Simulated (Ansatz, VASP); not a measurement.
# One calculation of Hg, two programs

```xyz
2
Lattice="3.1746 0.0000 0.0000 0.0000 3.1746 0.0000 0.0000 0.0000 29.8274" Properties=species:S:1:pos:R:3 pbc="T T T"
Hg    1.5873    1.5873    7.3695
Hg    1.5873    1.5873   10.6305
```

Alike in both runs: functional PBE; k mesh 18 × 18 × 1; occupations gaussian, width 0.1 eV; no spin polarisation.

Ansatz relaxed the structure, and its values are those at the end. VASP's run is a single point on that final structure, the one shown.

|  | VASP | Ansatz |
| --- | --- | --- |
| version | VASP 6.6.1 | Ansatz 0.2.0 |
| potentials or method | VASP PAW PBE potentials, release 64 (Hg), cutoff 520 eV | scalar-relativistic, plane waves, PAW |
| valence electrons in the cell | 24 | 40 |

Ansatz gave:

```
gap on the k mesh at the Fermi level (eV) : none
rms of the force components (eV/Å)        : 0.001
```

Question: Which values does VASP return?

Answer: gap on the k mesh at the Fermi level (eV): none; rms of the force components (eV/Å): 0.005.

A gap of «none» marks a metal or a gap that the smearing closes. VASP's potentials hold 24 valence electrons a cell and Ansatz's 40, so a difference there can come from the potentials and not from the codes.

Neither program's run includes spin-orbit coupling.
